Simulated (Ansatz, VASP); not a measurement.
Two plane-wave programs on W

File INCAR:

```
SYSTEM = W
PREC = Accurate
ENCUT = 600
EDIFF = 1E-6
ISMEAR = 0
SIGMA = 0.1
LREAL = .False.
LASPH = .True.
NELM = 60
ALGO = Fast
ISIF = 3
LWAVE = .False.
LCHARG = .False.
GGA = PS
IBRION = 2
NSW = 90
EDIFFG = -0.04
```

The input KPOINTS:

```
Automatic mesh
0
Gamma
  9 9 6
  0 0 0
```

Contents of POSCAR:

```
W
1.0
    2.7149412435      0.0000000000      0.0000000000
   -1.3574706217      2.3512080866      0.0000000000
    0.0000000000      0.0000000000      2.5367732244
W
1
Direct
    0.0000000000      0.0000000000      0.0000000000
```

Input for Ansatz:

```yaml
crystal:
  lattice:
    - [2.7149412435, 0.0, 0.0]
    - [-1.3574706217, 2.3512080866, 0.0]
    - [0.0, 0.0, 2.5367732244]
  atoms:
    - { symbol: W, position: [0.0, 0.0, 0.0] }
basis:
  ecutwfc: 420
kpoints:
  mp_grid: { grid: [9, 9, 6] }
hamiltonian:
  xc: pbesol
scf:
  occupations: { method: gaussian, width: 0.1 }
  lower_state_search: "off"
output:
  forces: true
  stress: true
  eigenvalues: true
relax:
  adjacent_minimum: "off"
  f_tol: 0.04
  max_steps: 70
  cell: { stress_tol: 0.4 }
```

Alike in both runs: task relaxation of cell and atoms; functional PBEsol; k mesh 9 × 9 × 6; occupations gaussian, width 0.1 eV; no spin polarisation.

|  | VASP | Ansatz |
| --- | --- | --- |
| version | VASP 6.6.1 | Ansatz 0.2.0 |
| potentials or method | VASP PAW PBE potentials, release 64 (W_sv), cutoff 600 eV | scalar-relativistic, plane waves, PAW |
| valence electrons in the cell | 14 | 14 |

Ansatz gave:

| Item | Value |
| --- | --- |
| gap on the k mesh at the Fermi level, each at its own relaxed structure (eV) | none |
| relaxed volume (Å³/atom) | 16.87 |
| relaxed cell length with the largest relative difference (Å) | 2.555 |

**Question.** Which values does VASP return?

**Answer.** gap on the k mesh at the Fermi level, each at its own relaxed structure (eV): none; relaxed volume (Å³/atom): 16.93; relaxed cell length with the largest relative difference (Å): 2.560.

VASP's potentials were made for PBE, not for PBEsol. A gap of «none» marks a metal or a gap that the smearing closes.

The k mesh is coarse, so the values compare programs but aren't converged. Spin-orbit coupling is off throughout.
